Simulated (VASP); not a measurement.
# WS2 (R3m) in VASP: a series of runs

The runs below take WS2 through single point, with PBE.

Everything below comes from runs of VASP 6.6.1. Logs are shortened: lines on timing, memory, paths and dates and some standing lists are left out, and cuts for length are marked.

### Step 1. The cell of the first run

The structure is trigonal, space group R3m (No. 160). Conventional cell: a = 3.132 Å, b = 3.132 Å, c = 17.511 Å, α = 90.00°, β = 90.00°, γ = 120.00°. Within 3.2 Å of W (site symmetry 3m) lie 6 S at 2.40 Å and 6 W at 3.13 Å. Within 3.3 Å of S (site symmetry 3m) lie 3 W at 2.40 Å and 10 S at 3.13 to 3.24 Å. S (site symmetry 3m) has 3 W at 2.40 Å and 10 S at 3.13 to 3.24 Å within 3.3 Å.

### Step 2. Single point, PBE

File INCAR:

```
PREC = Accurate
ENCUT = 520
EDIFF = 1E-6
ISMEAR = 0
SIGMA = 0.02
LREAL = False
LASPH = True
NELM = 100
ALGO = Normal
ISIF = 2
LWAVE = False
LCHARG = False
GGA = PE
NBANDS = 20
```

File KPOINTS:

```
Automatic mesh
0
Gamma
  12 12 12
```

File POSCAR:

```
WS2
1.0
    1.5662014961      0.9042468554      5.8370106125
   -1.5662014961      0.9042468554      5.8370106125
    0.0000000000     -1.8084937108      5.8370106125
W S
1 2
Direct
    0.0006334482      0.0006334482      0.0006334482
    0.4239052012      0.4239052012      0.4239052012
    0.2441613507      0.2441613507      0.2441613507
```

Potentials or basis: VASP PAW PBE potentials, release 64 (W_sv, S).

The run is started by

```console
$ cat potpaw_PBE.64/W_sv/POTCAR potpaw_PBE.64/S/POTCAR > POTCAR
$ mpirun -np 1 vasp_std > vasp.out
```

OUTCAR:

```text
PREC = Accurate
   ENCUT = 520
   EDIFF = 1E-6
   ISMEAR = 0
   LREAL = False
   LASPH = True
   NELM = 100
   ISIF = 2
   GGA = PE

 ion  position               nearest neighbor table
   1  0.001  0.001  0.001-   3 2.40   3 2.40   3 2.40   2 2.40   2 2.40   2 2.40
   2  0.424  0.424  0.424-   1 2.40   1 2.40   1 2.40
   3  0.244  0.244  0.244-   1 2.40   1 2.40   1 2.40

  LATTYP: Found a trigonal (rhomboedric) cell.
 ALAT       =     6.1107562864
 COS(alpha) =     0.8686181605

  Lattice vectors:

 A1 = (   1.5662014961,   0.9042468554,   5.8370106125)
 A2 = (  -1.5662014961,   0.9042468554,   5.8370106125)
 A3 = (   0.0000000000,  -1.8084937108,   5.8370106125)

Analysis of symmetry for initial positions (statically):
=====================================================================
 Subroutine PRICEL returns:
 Original cell was already a primitive cell.

 Routine SETGRP: Setting up the symmetry group for a
 trigonal (rhombohedral) supercell.

 Subroutine GETGRP returns: Found  6 space group operations
 (whereof  6 operations were pure point group operations)
 out of a pool of 12 trial point group operations.

The static configuration has the point symmetry C_3v.

Analysis of symmetry for dynamics (positions and initial velocities):
=====================================================================
 Subroutine PRICEL returns:
 Original cell was already a primitive cell.

 Routine SETGRP: Setting up the symmetry group for a
 trigonal (rhombohedral) supercell.

 Subroutine GETGRP returns: Found  6 space group operations
 (whereof  6 operations were pure point group operations)
 out of a pool of 12 trial point group operations.

The dynamic configuration has the point symmetry C_3v.

 Subroutine INISYM returns: Found  6 space group operations
 (whereof  6 operations are pure point group operations),
 and found     1 'primitive' translations

----------------------------------------------------------------------------------------

                                     Primitive cell

  volume of cell :      49.5994

  direct lattice vectors                    reciprocal lattice vectors
     1.566201496  0.904246855  5.837010613     0.319243725  0.184315451  0.057106858
    -1.566201496  0.904246855  5.837010613    -0.319243725  0.184315451  0.057106858
     0.000000000 -1.808493711  5.837010613     0.000000000 -0.368630901  0.057106858

  length of vectors
     6.110756286  6.110756286  6.110756286     0.373028061  0.373028061  0.373028061

  position of ions in fractional coordinates (direct lattice)
     0.000633448  0.000633448  0.000633448
     0.423905201  0.423905201  0.423905201
     0.244161351  0.244161351  0.244161351

  ion indices of the primitive-cell ions
   primitive index   ion index
                 1           1
                 2           2
                 3           3

----------------------------------------------------------------------------------------

 KPOINTS: Automatic mesh

Automatic generation of k-mesh.
 Grid dimensions read from file:
 generate k-points for:   12   12   12

 Generating k-lattice:

  Cartesian coordinates                     Fractional coordinates (reciprocal lattice)
     0.026603644  0.015359621  0.004758905     0.083333333  0.000000000  0.000000000
    -0.026603644  0.015359621  0.004758905     0.000000000  0.083333333  0.000000000
     0.000000000 -0.030719242  0.004758905     0.000000000  0.000000000  0.083333333

  Length of vectors
     0.031085672  0.031085672  0.031085672

  Shift w.r.t. Gamma in fractional coordinates (k-lattice)
     0.000000000  0.000000000  0.000000000

 Subroutine IBZKPT returns following result:
 ===========================================

 Found    189 irreducible k-points:

 Following reciprocal coordinates:
            Coordinates               Weight
  0.000000  0.000000  0.000000      1.000000
  0.083333  0.000000  0.000000      6.000000
  0.166667  0.000000  0.000000      6.000000
  0.250000  0.000000  0.000000      6.000000
  0.333333  0.000000  0.000000      6.000000
  0.416667  0.000000  0.000000      6.000000
[... 16 lines left out ...]
  0.500000  0.166667  0.000000     12.000000
 -0.416667  0.166667 -0.000000     12.000000
 [... further k-points ...]
   k-points           NKPTS =    189   k-points in BZ     NKDIM =    189   number of bands    NBANDS=     20
   number of dos      NEDOS =    301   number of ions     NIONS =      3
   total plane-waves  NPLWV = 110592
   dimension x,y,z NGX =    48 NGY =   48 NGZ =   48
   dimension x,y,z NGXF=    96 NGYF=   96 NGZF=   96
   ions per type =               1   2
   NGX,Y,Z   is equivalent  to a cutoff of  13.06, 13.06, 13.06 a.u.
   NGXF,Y,Z  is equivalent  to a cutoff of  26.12, 26.12, 26.12 a.u.
 SYSTEM =  unknown system
   PREC   = accura    normal or accurate (medium, high low for compatibility)
   ISTART =      0    job   : 0-new  1-cont  2-samecut
   ICHARG =      2    charge: 1-file 2-atom 10-const
   ISPIN  =      1    spin polarized calculation?
   LNONCOLLINEAR =      F non collinear calculations
   LSORBIT =      F    spin-orbit coupling
   LASPH  =      T    aspherical Exc in radial PAW
   ENCUT  =  520.0 eV  38.22 Ry    6.18 a.u.  11.36 11.36 11.36*2*pi/ulx,y,z
   NELM   =    100;   NELMIN=  2; NELMDL= -5     # of ELM steps
   EDIFF  = 0.1E-05   stopping-criterion for ELM
   LREAL  =      F    real-space projection
   EDIFFG = 0.1E-04   stopping-criterion for IOM
   NSW    =      0    number of steps for IOM
   IBRION =     -1    ionic relax: 0-MD 1-quasi-New 2-CG
   NFREE  =      0    steps in history (QN), initial steepest desc. (CG)
   ISIF   =      2    stress and relaxation
   ISYM   =      2    0-nonsym 1-usesym 2-fastsym
   POTIM  = 0.5000    time-step for ionic-motion
   TEBEG  =    0.0;   TEEND  =   0.0 temperature during run
   PSTRESS=    0.0 pullay stress
   NELECT =      26.0000    total number of electrons
   NUPDOWN=      -1.0000    fix difference up-down
   EMIN   =  10.00;   EMAX   =-10.00  energy-range for DOS
   EFERMI =   0.00;   METHOD = LEGACY
   ISMEAR =     0;   SIGMA  =   0.02  broadening in eV -4-tet -1-fermi 0-gaus
   EFERMI_NEDOS =   21; number of points for ismear=-14 and -15
   IALGO  =     38    algorithm
   IMIX   =      4    mixing-type and parameters
     AMIX     =   0.40;   BMIX     =  1.00
     AMIX_MAG =   1.60;   BMIX_MAG =  1.00
  volume/ion in A,a.u.               =      16.53       111.57
  Fermi-wavevector in a.u.,A,eV,Ry     =   1.320000  2.494438 23.706779  1.742399
  Thomas-Fermi vector in A             =   2.449857
   LORBIT       =      0    0 simple, 1 ext, 2 COOP (PROOUT), +10 PAW based schemes
   GGA     = PE    functional components
   LHFCALC =     F    Hartree Fock is set to
   AEXX    =    0.0000 exact exchange contribution
   IVDW    =     0    specifies the selected vdW correction
   LEPSILON=     F    determine dielectric tensor
   LRPA    =     F    only Hartree local field effects (RPA)
 non-spin polarized calculation
 Gauss-broadening in eV      SIGMA  =   0.02
  energy-cutoff  :      520.00
  volume of cell :       49.60
 maximum number of plane-waves:      1350
 NGX is ok and might be reduce to    48
   NGX = 23   NGY = 23   NGZ = 23

 number of electron      26.0000000 magnetization

 Free energy of the ion-electron system (eV)
  ---------------------------------------------------
  ext. energy  EPLUGINS =         0.00000000
  ---------------------------------------------------
  free energy    TOTEN  =       -23.49186415 eV

  energy without entropy =      -23.49186415  energy(sigma->0) =      -23.49186415

 E-fermi :   8.6981     XC(G=0): -11.4212

 val. band max:        8.6189330856   @ k =   0.5000   0.5000   0.5000
 cond. band min:       9.3728667048   @ k =  -0.1667   0.1667   0.0000
 fundamental gap:      0.7539336192
 Fermi energy:         8.6980532853

 k-point     1 :       0.0000    0.0000    0.0000
  band No.  band energies     occupation
      1     -66.1795      2.00000
      2     -30.4626      2.00000
      3     -30.2566      2.00000
      4     -30.2566      2.00000
      5      -7.4799      2.00000
      6      -5.1957      2.00000
[... 12 lines left out ...]
     19      16.0811      0.00000
     20      17.9551      0.00000

 k-point     2 :       0.0833    0.0000    0.0000
  band No.  band energies     occupation
      1     -66.1781      2.00000
      2     -30.4577      2.00000
      3     -30.2837      2.00000
      4     -30.2628      2.00000
      5      -7.3557      2.00000
      6      -5.1660      2.00000
[... 12 lines left out ...]
     19      16.5493      0.00000
     20      17.6084      0.00000

 k-point     3 :       0.1667    0.0000    0.0000
  band No.  band energies     occupation
      1     -66.1742      2.00000
      2     -30.4442      2.00000
      3     -30.3571      2.00000
      4     -30.2799      2.00000
      5      -6.9998      2.00000
      6      -5.0801      2.00000
[... 12 lines left out ...]
     19      16.8277      0.00000
     20      17.6451      0.00000

 k-point     4 :       0.2500    0.0000    0.0000
  band No.  band energies     occupation
      1     -66.1689      2.00000
      2     -30.4559      2.00000
      3     -30.4258      2.00000
      4     -30.3031      2.00000
      5      -6.4636      2.00000
      6      -4.9507      2.00000
[... 12 lines left out ...]
     19      16.5994      0.00000
     20      17.5545      0.00000

 k-point     5 :       0.3333    0.0000    0.0000
  band No.  band energies     occupation
      1     -66.1637      2.00000
      2     -30.5531      2.00000
      3     -30.4073      2.00000
      4     -30.3262      2.00000
      5      -5.8412      2.00000
      6      -4.8066      2.00000
[... 12 lines left out ...]
     19      15.9483      0.00000
     20      16.4224      0.00000
[... 353 lines left out ...]
      6      -4.9491      2.00000
[... 12 lines left out ...]
     19      16.7800      0.00000
     20      17.6327      0.00000

 k-point    22 :       0.4167    0.1667    0.0000
  band No.  band energies     occupation
      1     -66.1617      2.00000
      2     -30.5529      2.00000
      3     -30.4006      2.00000
      4     -30.3714      2.00000
      5      -5.5514      2.00000
      6      -4.7942      2.00000
[... 12 lines left out ...]
     19      16.6374      0.00000
     20      17.0663      0.00000

 k-point    23 :       0.5000    0.1667    0.0000
  band No.  band energies     occupation
      1     -66.1584      2.00000
      2     -30.5999      2.00000
      3     -30.4002      2.00000
      4     -30.3889      2.00000
      5      -5.0687      2.00000
      6      -4.6595      2.00000
[... 12 lines left out ...]
     19      16.4657      0.00000
     20      16.8691      0.00000

 k-point    24 :      -0.4167    0.1667   -0.0000
  band No.  band energies     occupation
      1     -66.1572      2.00000
      2     -30.6168      2.00000
      3     -30.4109      2.00000
      4     -30.3845      2.00000
      5      -4.8739      2.00000
      6      -4.6050      2.00000
[... 12 lines left out ...]
     19      16.5903      0.00000
     20      16.8407      0.00000

 [... further k-points ...]
[... 5 lines left out ...]
  --------------------------------------------------------------------------------------
  -------------------------------------------------------------------------------------
  Total        2.4664583      2.4664583      2.4718778      0.0000000      0.0000000     -0.0000000
  in kB       79.6724152     79.6724152     79.8474796      0.0000000      0.0000000     -0.0000000
  external PRESSURE =      79.7307700 kB  Pullay stress =       0.0000000 kB

 VOLUME and BASIS-vectors are now :
 -----------------------------------------------------------------------------
  energy-cutoff  :      520.00
  volume of cell :       49.60
      direct lattice vectors                 reciprocal lattice vectors
     1.566201496  0.904246855  5.837010613     0.319243725  0.184315451  0.057106858
    -1.566201496  0.904246855  5.837010613    -0.319243725  0.184315451  0.057106858
     0.000000000 -1.808493711  5.837010613     0.000000000 -0.368630901  0.057106858

 POSITION                                       TOTAL-FORCE (eV/Angst)
 -----------------------------------------------------------------------------------
      0.00000      0.00000      0.01109         0.000000     -0.000000      0.000472
      0.00000      0.00000      7.42302         0.000000      0.000000      0.000840
      0.00000      0.00000      4.27552         0.000000      0.000000     -0.001312
 -----------------------------------------------------------------------------------
    total drift:                               -0.000000      0.000000     -0.000039

  FREE ENERGIE OF THE ION-ELECTRON SYSTEM (eV)
  ---------------------------------------------------
  free  energy   TOTEN  =       -23.4918641493 eV

  energy  without entropy=      -23.4918641493  energy(sigma->0) =      -23.49186415
```

It took 5.9 min on 1 thread of AMD EPYC 9R45 (Zen 5), shared host; peak memory 0.4 GiB.

What came out:

```yaml
Free_energy: -23.4919 eV
Pressure: 8.0 GPa
Band_gap_on_the_k_mesh: 0.75 eV (least direct gap 2.01 eV)
```

Levels at points of the mesh, in eV from the valence-band top:
```csv
k point,band 9,band 10,band 11,band 12,band 13,band 14,band 15,band 16,band 17,band 18
"(0.00, 0.00, 0.00)",-3.67,-2.46,-2.46,-1.59,-1.24,1.99,1.99,2.40,2.40,4.71
"(0.50, 0.00, 0.00)",-5.61,-4.41,-2.75,-1.98,-1.89,2.26,2.41,3.48,3.58,4.48
"(0.50, 0.50, 0.00)",-5.22,-4.23,-3.60,-2.30,-1.78,2.18,2.60,3.08,4.37,4.99
"(0.50, 0.50, 0.50)",-3.71,-3.71,-2.38,-2.38,0.00,2.06,2.06,2.24,2.24,4.90
```

Caveat: the cell stands under pressure; spin-orbit coupling is left out, which moves the levels of the heavy elements. A k mesh can miss the band edges.

### Step 3. Single point, PBE

This run uses another cell than the first one, of 17.88 Å³/atom.

File INCAR:

```
ALGO = Normal
EDIFF = 1E-6
ENCUT = 520
GGA = PE
ISIF = 2
ISMEAR = 0
LASPH = True
LCHARG = False
LREAL = False
LWAVE = False
NBANDS = 20
NELM = 100
PREC = Accurate
SIGMA = 0.02
```

File KPOINTS:

```
k-points
0
Gamma
  12 12 12
```

File POSCAR:

```
WS2
1.0
    1.5823750214      0.9135846445      6.1830397042
   -1.5823750214      0.9135846445      6.1830397042
    0.0000000000     -1.8271692891      6.1830397042
W S
1 2
Direct
    0.0006643613      0.0006643613      0.0006643613
    0.4187927627      0.4187927627      0.4187927627
    0.2492428761      0.2492428761      0.2492428761
```

Potentials or basis: VASP PAW PBE potentials, release 64 (W_sv, S).

The run is started by

```console
$ cat potpaw_PBE.64/W_sv/POTCAR potpaw_PBE.64/S/POTCAR > POTCAR
$ mpirun -np 1 vasp_std > vasp.out
```

It took 5.9 min on 1 thread of AMD EPYC 9R45 (Zen 5), shared host; peak memory 0.41 GiB.

Results (log left out):

| Property | Result |
| --- | --- |
| Free energy | -23.6224 eV |
| Pressure | 3.0 GPa |
| Largest force | 0.006 eV/Å |
| Band gap on the k mesh | 1.05 eV (least direct gap 1.89 eV) |

Forces in eV/Å, atoms in the order of the input:
```
W    0.000  0.000  0.000
S    0.000  0.000  0.006
S    0.000  0.000 -0.005
```

Levels at points of the mesh, in eV from the valence-band top:
| k point | band 9 | band 10 | band 11 | band 12 | band 13 | band 14 | band 15 | band 16 | band 17 | band 18 |
| --- | --- | --- | --- | --- | --- | --- | --- | --- | --- | --- |
| (0.00, 0.00, 0.00) | -3.45 | -2.24 | -2.24 | -1.54 | -1.20 | 2.23 | 2.23 | 2.50 | 2.50 | 4.72 |
| (0.50, 0.00, 0.00) | -5.26 | -4.08 | -2.57 | -1.79 | -1.68 | 2.33 | 2.61 | 3.65 | 3.86 | 4.46 |
| (0.50, 0.50, 0.00) | -4.95 | -4.00 | -3.15 | -1.98 | -1.52 | 2.28 | 2.76 | 3.22 | 4.35 | 4.98 |
| (0.50, 0.50, 0.50) | -3.47 | -3.47 | -2.20 | -2.20 | 0.00 | 2.31 | 2.31 | 2.37 | 2.37 | 4.96 |

Caveat: spin-orbit coupling is left out, which moves the levels of the heavy elements. A k mesh can miss the band edges.
